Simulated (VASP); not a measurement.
## C: single point with PBEsol

C:

```
CELL_PARAMETERS angstrom
2.45873 0.00000 0.00000
-1.22937 2.12933 0.00000
0.00000 0.00000 7.24581
ATOMIC_POSITIONS crystal
C 0.72673 0.79996 0.00250
C 0.27327 0.20004 0.50250
C 0.06004 0.46660 0.00250
C 0.93996 0.53340 0.50250
```

```
Program                : VASP 6.6.1
Task                   : single point
Functional             : PBEsol
Potentials or basis    : VASP PAW PBE potentials, release 64 (C)
Cutoff                 : 520 eV
k mesh                 : 18 × 18 × 6
Occupations            : gaussian, width 0.15 eV
Spin                   : no spin polarisation
Dipole correction      : no
Further INCAR settings : ALGO = Normal; EDIFF = 1e-06; NBANDS = 16
```

The pressure is 0.7 GPa and the largest force is 0.007 eV/Å.

Forces on the atoms (eV/Å):
```
C   -0.007  0.001  0.000
C    0.007 -0.001  0.000
C   -0.004  0.006  0.000
C    0.004 -0.006  0.000
```

Stress tensor (GPa, compression positive):
```
 1.03 -0.06  0.00
-0.06  1.01  0.00
 0.00  0.00  0.08
```

It took 3.2 min on 1 thread of AMD EPYC 9R45 96-Core Processor (Zen 5) (shared host), peak memory 0.34 GiB.

Caveat: this functional lacks dispersion, which binds layers or chains, so the pressure and a relaxed spacing across them are unreliable; the PAW data sets were made with another functional, which shifts forces and pressure a little.
